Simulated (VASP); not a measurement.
# LiTi12O24 (a cell with a defect) in VASP: single point with PBE

Aim: the single point of LiTi12O24 (a cell with a defect) with PBE.

Program: VASP 6.6.1. These are calculated values, not measurements. Logs are shortened: lines on timing, memory, paths and dates and some standing lists are left out, and cuts for length are marked.

## 1. The cell of the first run

The cell holds a defect, 37 atoms: a = 6.567 Å, b = 6.567 Å, c = 8.892 Å, α = 90.00°, β = 90.00°, γ = 90.00°.

## 2. Single point, PBE

Input file INCAR:

```
PREC = Accurate
ENCUT = 520
EDIFF = 1E-6
ISMEAR = 0
SIGMA = 0.02
LREAL = Auto
LASPH = True
NELM = 100
ALGO = Normal
ISIF = 2
LWAVE = False
LCHARG = False
GGA = PE
NELECT = 290.0
NBANDS = 170
```

Input file KPOINTS:

```
Automatic mesh
0
Gamma
  2 2 2
  0.5 0.5 0.5
```

Input file POSCAR:

```
LiTi12O24
1.0
   -4.6433174325     -4.6433174325      0.0000000000
   -4.6433174325      4.6433174325      0.0000000000
    0.0000000000      0.0000000000     -8.8916049598
Ti O Li
12 24 1
Direct
    0.0106582203      0.5209455384      0.3333502797
   -0.0025899586      0.5011083205      0.0041191664
   -0.0026932253      0.5010334817      0.6625784689
    0.4893363491     -0.0209455850      0.3333502797
    0.5025854971     -0.0011058904      0.0041189414
    0.5026929634     -0.0010376202      0.6625791437
    0.5061414676      0.4840421816      0.5001194970
    0.5062197522      0.4839949094      0.1665208932
    0.4786061975      0.5301654551      0.8333154738
   -0.0061457138      0.0159531415      0.5001193845
   -0.0062278749      0.0160068746      0.1665184190
    0.0213906332     -0.0301681938      0.8333143492
    0.8070963389      0.5022929261      0.4991303617
    0.8071006461      0.5023041250      0.1675318468
    0.8084273915      0.5188103194      0.8333369547
    0.3030276350      0.0070418403      0.5006958834
    0.3030274196      0.0070321490      0.1659770094
    0.3047497873     -0.0019197481      0.8333349304
   -0.0154348698      0.1952395056      0.6742010050
   -0.0038551101      0.1965828340      0.3333318353
   -0.0154386387      0.1952542580      0.9924760535
    0.4933790406      0.6955103860      0.6611733232
    0.4975640872      0.6911534795      0.3333402702
    0.4933733335      0.6955010177      1.0054908018
    0.0024331742      0.8088449809      0.3333404952
    0.0066242510      0.8044984118      0.0054905723
    0.0066188669      0.8044878590      0.6611733232
    0.5038519408      0.3034150735      0.3333317228
    0.5154355770      0.3047441879     -0.0075237261
    0.5154323465      0.3047584018      0.6742008925
    0.1969700571      0.4929564979      0.5006950961
    0.1969701648      0.4929667276      0.1659780216
    0.1952489816      0.5019187324      0.8333350428
    0.6929014755     -0.0022948033      0.4991311490
    0.6928968451     -0.0023050330      0.1675307222
    0.6915697767     -0.0188115504      0.8333367298
    0.7499982611      0.2499992768      0.8334377240
```

Potentials or basis: VASP PAW PBE potentials, release 64 (Ti_sv, O, Li_sv).

Started as:

```
> cat potpaw_PBE.64/Ti_sv/POTCAR potpaw_PBE.64/O/POTCAR potpaw_PBE.64/Li_sv/POTCAR > POTCAR
> mpirun -np 1 vasp_std > vasp.out
```

OUTCAR:

```text
PREC = Accurate
   ENCUT = 520
   EDIFF = 1E-6
   ISMEAR = 0
   LREAL = Auto
   LASPH = True
   NELM = 100
   ISIF = 2
   GGA = PE
   NELECT = 290.0

 ion  position               nearest neighbor table
   1  0.011  0.521  0.333-  25 1.89  31 1.94  32 1.94  13 1.99  14 1.99  20 2.13
   2  0.997  0.501  0.004-  14 1.92  32 1.95  15 1.96  26 1.99  33 2.00  21 2.01
   3  0.997  0.501  0.663-  13 1.92  31 1.95  15 1.96  27 1.99  33 2.00  19 2.01
   4  0.489  0.979  0.333-  23 1.89  16 1.94  17 1.94  34 1.99  35 1.99  28 2.13
   5  0.503  0.999  0.004-  35 1.92  17 1.95  36 1.96  24 1.99  18 2.00  29 2.01
   6  0.503  0.999  0.663-  34 1.92  16 1.95  36 1.96  22 1.99  18 2.00  30 2.01
   7  0.506  0.484  0.500-  28 1.90  30 1.95  13 1.98  22 2.00  23 2.01  31 2.03
   8  0.506  0.484  0.167-  28 1.90  29 1.95  14 1.98  24 2.00  23 2.01  32 2.03
   9  0.479  0.530  0.833-  33 1.87  22 1.88  24 1.88  30 2.06  29 2.06  15 2.17  37 2.56
  10  0.994  0.016  0.500-  20 1.90  19 1.95  34 1.98  27 2.00  25 2.01  16 2.03
  11  0.994  0.016  0.167-  20 1.90  21 1.95  35 1.98  26 2.00  25 2.01  17 2.03
  12  0.021  0.970  0.833-  18 1.87  27 1.88  26 1.88  19 2.06  21 2.06  36 2.17  37 2.56
  13  0.807  0.502  0.499-   3 1.92   7 1.98   1 1.99
  14  0.807  0.502  0.168-   2 1.92   8 1.98   1 1.99
  15  0.808  0.519  0.833-  37 1.81   3 1.96   2 1.96   9 2.17
  16  0.303  0.007  0.501-   4 1.94   6 1.95  10 2.03
  17  0.303  0.007  0.166-   4 1.94   5 1.95  11 2.03
  18  0.305  0.998  0.833-  12 1.87   5 2.00   6 2.00
  19  0.985  0.195  0.674-  10 1.95   3 2.01  12 2.06  37 2.12
  20  0.996  0.197  0.333-  11 1.90  10 1.90   1 2.13
  21  0.985  0.195  0.992-  11 1.95   2 2.01  12 2.06  37 2.12
  22  0.493  0.696  0.661-   9 1.88   6 1.99   7 2.00
  23  0.498  0.691  0.333-   4 1.89   7 2.01   8 2.01
  24  0.493  0.696  0.005-   9 1.88   5 1.99   8 2.00
  25  0.002  0.809  0.333-   1 1.89  10 2.01  11 2.01
  26  0.007  0.804  0.005-  12 1.88   2 1.99  11 2.00
  27  0.007  0.804  0.661-  12 1.88   3 1.99  10 2.00
  28  0.504  0.303  0.333-   8 1.90   7 1.90   4 2.13
  29  0.515  0.305  0.992-   8 1.95   5 2.01   9 2.06  37 2.12
  30  0.515  0.305  0.674-   7 1.95   6 2.01   9 2.06  37 2.12
  31  0.197  0.493  0.501-   1 1.94   3 1.95   7 2.03
  32  0.197  0.493  0.166-   1 1.94   2 1.95   8 2.03
  33  0.195  0.502  0.833-   9 1.87   2 2.00   3 2.00
  34  0.693  0.998  0.499-   6 1.92  10 1.98   4 1.99
  35  0.693  0.998  0.168-   5 1.92  11 1.98   4 1.99
  36  0.692  0.981  0.833-  37 1.81   6 1.96   5 1.96  12 2.17
  37  0.750  0.250  0.833-  36 1.81  15 1.81  29 2.12  21 2.12  30 2.12  19 2.12   9 2.56  12 2.56

  LATTYP: Found a simple tetragonal cell.
 ALAT       =     6.5666424874
 C/A-ratio  =     1.3540565025

  Lattice vectors:

 A1 = (  -4.6433174325,  -4.6433174325,   0.0000000000)
 A2 = (  -4.6433174325,   4.6433174325,   0.0000000000)
 A3 = (   0.0000000000,   0.0000000000,  -8.8916049598)

Analysis of symmetry for initial positions (statically):
=====================================================================
 Subroutine PRICEL returns:
 Original cell was already a primitive cell.

 Routine SETGRP: Setting up the symmetry group for a
 simple tetragonal supercell.

 Subroutine GETGRP returns: Found  2 space group operations
 (whereof  1 operations were pure point group operations)
 out of a pool of 16 trial point group operations.

The static configuration has the point symmetry C_1 .
 The point group associated with its full space group is C_2 .

Analysis of symmetry for dynamics (positions and initial velocities):
=====================================================================
 Subroutine PRICEL returns:
 Original cell was already a primitive cell.

 Routine SETGRP: Setting up the symmetry group for a
 simple tetragonal supercell.

 Subroutine GETGRP returns: Found  2 space group operations
 (whereof  1 operations were pure point group operations)
 out of a pool of 16 trial point group operations.

The dynamic configuration has the point symmetry C_1 .
 The point group associated with its full space group is C_2 .

 Subroutine INISYM returns: Found  2 space group operations
 (whereof  1 operations are pure point group operations),
 and found     1 'primitive' translations

----------------------------------------------------------------------------------------

                                     Primitive cell

  volume of cell :     383.4131

  direct lattice vectors                    reciprocal lattice vectors
    -4.643317432 -4.643317432  0.000000000    -0.107681632 -0.107681632  0.000000000
    -4.643317432  4.643317432  0.000000000    -0.107681632  0.107681632  0.000000000
     0.000000000  0.000000000 -8.891604960     0.000000000  0.000000000 -0.112465635

  length of vectors
     6.566642487  6.566642487  8.891604960     0.152284825  0.152284825  0.112465635

  position of ions in fractional coordinates (direct lattice)
     0.010658220  0.520945538  0.333350280
     0.997410041  0.501108321  0.004119166
     0.997306775  0.501033482  0.662578469
     0.489336349  0.979054415  0.333350280
     0.502585497  0.998894110  0.004118941
     0.502692963  0.998962380  0.662579144
[... 29 lines left out ...]
     0.691569777  0.981188450  0.833336730
     0.749998261  0.249999277  0.833437724

  ion indices of the primitive-cell ions
   primitive index   ion index
                 1           1
                 2           2
                 3           3
                 4           4
                 5           5
                 6           6
[... 29 lines left out ...]
                36          36
                37          37

----------------------------------------------------------------------------------------

 KPOINTS: Automatic mesh

Automatic generation of k-mesh.
 Grid dimensions read from file:
 generate k-points for:    2    2    2

 Generating k-lattice:

  Cartesian coordinates                     Fractional coordinates (reciprocal lattice)
    -0.053840816 -0.053840816  0.000000000     0.500000000  0.000000000  0.000000000
    -0.053840816  0.053840816  0.000000000     0.000000000  0.500000000  0.000000000
     0.000000000  0.000000000 -0.056232818     0.000000000  0.000000000  0.500000000

  Length of vectors
     0.076142412  0.076142412  0.056232818

  Shift w.r.t. Gamma in fractional coordinates (k-lattice)
     0.500000000  0.500000000  0.500000000

 Subroutine IBZKPT returns following result:
 ===========================================

 Found      2 irreducible k-points:

 Following reciprocal coordinates:
            Coordinates               Weight
  0.250000  0.250000  0.250000      4.000000
 -0.250000  0.250000  0.250000      4.000000
   k-points           NKPTS =      2   k-points in BZ     NKDIM =      2   number of bands    NBANDS=    170
   number of dos      NEDOS =    301   number of ions     NIONS =     37
   total plane-waves  NPLWV = 175000
   dimension x,y,z NGX =    50 NGY =   50 NGZ =   70
   dimension x,y,z NGXF=   100 NGYF=  100 NGZF=  140
   ions per type =              12  24   1
   NGX,Y,Z   is equivalent  to a cutoff of  12.66, 12.66, 13.09 a.u.
   NGXF,Y,Z  is equivalent  to a cutoff of  25.32, 25.32, 26.18 a.u.
 SYSTEM =  unknown system
   PREC   = accura    normal or accurate (medium, high low for compatibility)
   ISTART =      0    job   : 0-new  1-cont  2-samecut
   ICHARG =      2    charge: 1-file 2-atom 10-const
   ISPIN  =      1    spin polarized calculation?
   LNONCOLLINEAR =      F non collinear calculations
   LSORBIT =      F    spin-orbit coupling
   LASPH  =      T    aspherical Exc in radial PAW
   ENCUT  =  520.0 eV  38.22 Ry    6.18 a.u.  12.21 12.21 16.53*2*pi/ulx,y,z
   NELM   =    100;   NELMIN=  2; NELMDL= -5     # of ELM steps
   EDIFF  = 0.1E-05   stopping-criterion for ELM
   LREAL  =      T    real-space projection
   EDIFFG = 0.1E-04   stopping-criterion for IOM
   NSW    =      0    number of steps for IOM
   IBRION =     -1    ionic relax: 0-MD 1-quasi-New 2-CG
   NFREE  =      0    steps in history (QN), initial steepest desc. (CG)
   ISIF   =      2    stress and relaxation
   ISYM   =      2    0-nonsym 1-usesym 2-fastsym
   POTIM  = 0.5000    time-step for ionic-motion
   TEBEG  =    0.0;   TEEND  =   0.0 temperature during run
   PSTRESS=    0.0 pullay stress
   NELECT =     290.0000    total number of electrons
   NUPDOWN=      -1.0000    fix difference up-down
   EMIN   =  10.00;   EMAX   =-10.00  energy-range for DOS
   EFERMI =   0.00;   METHOD = LEGACY
   ISMEAR =     0;   SIGMA  =   0.02  broadening in eV -4-tet -1-fermi 0-gaus
   EFERMI_NEDOS =   21; number of points for ismear=-14 and -15
   IALGO  =     38    algorithm
   IMIX   =      4    mixing-type and parameters
     AMIX     =   0.40;   BMIX     =  1.00
     AMIX_MAG =   1.60;   BMIX_MAG =  1.00
  volume/ion in A,a.u.               =      10.36        69.93
  Fermi-wavevector in a.u.,A,eV,Ry     =   1.491598  2.818712 30.271130  2.224865
  Thomas-Fermi vector in A             =   2.604233
   LORBIT       =      0    0 simple, 1 ext, 2 COOP (PROOUT), +10 PAW based schemes
   GGA     = PE    functional components
   LHFCALC =     F    Hartree Fock is set to
   AEXX    =    0.0000 exact exchange contribution
   IVDW    =     0    specifies the selected vdW correction
   LEPSILON=     F    determine dielectric tensor
   LRPA    =     F    only Hartree local field effects (RPA)
 non-spin polarized calculation
 Gauss-broadening in eV      SIGMA  =   0.02
  energy-cutoff  :      520.00
  volume of cell :      383.41
 maximum number of plane-waves:     10322
 NGX is ok and might be reduce to    50
   NGX = 25   NGY = 25   NGZ = 33

 number of electron     289.9999983 magnetization

 Free energy of the ion-electron system (eV)
  ---------------------------------------------------
  ext. energy  EPLUGINS =         0.00000000
  ---------------------------------------------------
  free energy    TOTEN  =      -332.11186612 eV

  energy without entropy =     -332.11186612  energy(sigma->0) =     -332.11186612

 E-fermi :   4.5439     XC(G=0): -11.3282

 val. band max:        4.4510150958   @ k =  -0.2500   0.2500   0.2500
 cond. band min:       6.8966883423   @ k =   0.2500   0.2500   0.2500
 fundamental gap:      2.4456732465
 Fermi energy:         4.5438884052

 k-point     1 :       0.2500    0.2500    0.2500
  band No.  band energies     occupation
      1     -52.2060      2.00000
      2     -52.2053      2.00000
      3     -52.1875      2.00000
      4     -52.1858      2.00000
      5     -52.1848      2.00000
      6     -52.1831      2.00000
[... 149 lines left out ...]
    156       7.4040      0.00000
    157       7.4362      0.00000

 k-point     2 :      -0.2500    0.2500    0.2500
  band No.  band energies     occupation
      1     -52.2060      2.00000
      2     -52.2053      2.00000
      3     -52.1875      2.00000
      4     -52.1858      2.00000
      5     -52.1847      2.00000
      6     -52.1831      2.00000
[... 149 lines left out ...]
    156       7.4114      0.00000
    157       7.4434      0.00000
 [bands above 157 left out]

------------------------ aborting loop because EDIFF is reached ----------------------------------------

  FORCE on cell =-STRESS in cart. coord.  units (eV):
  Direction    XX          YY          ZZ          XY          YZ          ZX
  --------------------------------------------------------------------------------------
  -------------------------------------------------------------------------------------
  Total       -1.0335240     -5.7940454     -4.8456889     -1.0136544      0.0000000      0.0000000
  in kB       -4.3188114    -24.2117162    -20.2487961     -4.2357819      0.0000000      0.0000000
  external PRESSURE =     -16.2597746 kB  Pullay stress =       0.0000000 kB

 VOLUME and BASIS-vectors are now :
 -----------------------------------------------------------------------------
  energy-cutoff  :      520.00
  volume of cell :      383.41
      direct lattice vectors                 reciprocal lattice vectors
    -4.643317432 -4.643317432  0.000000000    -0.107681632 -0.107681632  0.000000000
    -4.643317432  4.643317432  0.000000000    -0.107681632  0.107681632  0.000000000
     0.000000000  0.000000000 -8.891604960     0.000000000  0.000000000 -0.112465635

 POSITION                                       TOTAL-FORCE (eV/Angst)
 -----------------------------------------------------------------------------------
     -2.46840      2.36943     -2.96402         0.010140     -0.024051     -0.004079
     -6.95810     -2.30449     -0.03663        -0.022327     -0.008864      0.029984
     -6.95727     -2.30435     -5.89139        -0.027961     -0.006132     -0.011862
     -6.81820      2.27392     -2.96402        -0.010140      0.024051     -0.004079
     -6.97185      2.30452     -0.03662         0.022327      0.008864      0.029984
     -6.97266      2.30434     -5.89139         0.027961      0.006132     -0.011862
[... 29 lines left out ...]
     -7.76715      1.34479     -7.40970         0.005883     -0.052989     -0.000402
     -4.64331     -2.32165     -7.41060         0.000000      0.000000     -0.000178
 -----------------------------------------------------------------------------------
    total drift:                                0.031334      0.007416      0.046012

  FREE ENERGIE OF THE ION-ELECTRON SYSTEM (eV)
  ---------------------------------------------------
  free  energy   TOTEN  =      -332.1118661196 eV

  energy  without entropy=     -332.1118661196  energy(sigma->0) =     -332.11186612
```

Run time: 3.7 min. Hardware: 1 thread of Intel Xeon 6975P-C (Granite Rapids), shared host; peak memory 0.45 GiB.

Results:

```yaml
Free_energy: -332.1119 eV
Largest_force: 0.067 eV/Å
```

Forces on the atoms (eV/Å):
```
Ti   0.010 -0.024 -0.004
Ti  -0.022 -0.009  0.030
Ti  -0.028 -0.006 -0.012
Ti  -0.010  0.024 -0.004
Ti   0.022  0.009  0.030
Ti   0.028  0.006 -0.012
Ti  -0.020  0.026 -0.021
Ti  -0.015  0.032  0.020
Ti   0.003 -0.040 -0.003
Ti   0.020 -0.026 -0.021
Ti   0.015 -0.032  0.020
Ti  -0.003  0.040 -0.003
O    0.031  0.025  0.011
O    0.029  0.027 -0.016
O   -0.006  0.053  0.000
O    0.026  0.032 -0.010
O    0.027  0.033  0.008
O   -0.022 -0.012 -0.002
O   -0.005  0.023 -0.024
O   -0.050  0.044 -0.003
O   -0.005  0.029  0.024
O   -0.025  0.029  0.033
O    0.020 -0.021 -0.001
O   -0.028  0.027 -0.030
O   -0.020  0.021 -0.001
O    0.028 -0.027 -0.030
O    0.025 -0.029  0.033
O    0.050 -0.044 -0.003
O    0.005 -0.029  0.024
O    0.005 -0.023 -0.024
O   -0.026 -0.032 -0.010
O   -0.027 -0.033  0.008
O    0.022  0.012 -0.002
O   -0.031 -0.025  0.011
O   -0.029 -0.027 -0.016
O    0.006 -0.053  0.000
Li   0.000  0.000  0.000
```

Levels at points of the mesh, in eV from the Fermi level:
```csv
k point,band 142,band 143,band 144,band 145,band 146,band 147,band 148,band 149
"(0.25, 0.25, 0.25)",-0.74,-0.70,-0.42,-0.15,2.35,2.41,2.44,2.46
```

Caveat: the cell carries a net charge on a neutralising background, which shifts energy and pressure; the cell is charged against a uniform background, so pressure and absolute levels hang on convention; the cutoff is under 1.25 times the usual one of these potentials, so pressure, stress and relaxed cells hold a basis-set (Pulay) error.
